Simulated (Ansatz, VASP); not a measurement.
## SnBiN2: VASP beside Ansatz

```
Sn Bi N
1.0
     1.66362    0.96049    6.35673
    -1.66362    0.96049    6.35673
     0.00000   -1.92098    6.35673
Sn Bi N
1 1 2
Cartesian
  0.0000 0.0000 0.0000
  0.0000 0.0000 9.5351
  0.0000 0.0000 5.1743
  0.0000 0.0000 13.8959
```

Alike in both runs: functional PBE; k mesh 6 × 6 × 6; occupations gaussian, width 0.1 eV; no spin polarisation.

Ansatz relaxed the structure, and its values are those at the end. VASP's run is a single point on that final structure, the one shown.

|  | VASP | Ansatz |
| --- | --- | --- |
| version | VASP 6.6.1 | Ansatz 0.2.0 |
| potentials or method | VASP PAW PBE potentials, release 64 (Sn_d, Bi_d, N), cutoff 520 eV | scalar-relativistic, plane waves, PAW |
| valence electrons in the cell | 39 | 39 |

Ansatz gave:

```
gap on the k mesh at the Fermi level (eV) : none
pressure (GPa)                            : -0.2
rms of the force components (eV/Å)        : 0.008
```

Estimate VASP's values.

gap on the k mesh at the Fermi level (eV): none; pressure (GPa): -0.1; rms of the force components (eV/Å): 0.015.

A gap of «none» marks a metal or a gap that the smearing closes. The functional is the same, so the differences come from potentials, cutoffs and numerics.

The k mesh is coarse, so the values compare programs but aren't converged. Neither program's run includes spin-orbit coupling.
